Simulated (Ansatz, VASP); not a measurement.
# NbRu in VASP and in Ansatz

```xyz
2
Lattice="3.1840 -0.0318 -0.0318 -0.0318 3.1840 -0.0318 -0.0318 -0.0318 3.1840" Properties=species:S:1:pos:R:3 pbc="T T T"
Nb    0.0000    0.0000    0.0000
Ru    1.5602    1.5602    1.5602
```

Change from the starting cell: equal xy, yz and zx shear strains of -2 %.

Alike in both runs: task single point; functional PBEsol; k mesh 11 × 11 × 11; occupations fermi-dirac, width 0.03 eV; no spin polarisation.

```csv
,VASP,Ansatz
version,VASP 6.6.1,Ansatz 0.2.0
potentials or method,"VASP PAW PBE potentials, release 64 (Nb_sv, Ru_pv), cutoff 520 eV","all-electron LAPW, scalar-relativistic"
```

Ansatz gave:

```
pressure (GPa)                                                : -9.7
traceless stress, the component that is largest in VASP (GPa) : 1.34
```

Estimate VASP's values.

pressure (GPa): -10.0; traceless stress, the component that is largest in VASP (GPa): 1.35.

VASP's potentials were made for PBE, not for PBEsol. Ansatz ran all-electron here, and VASP with PAW potentials.
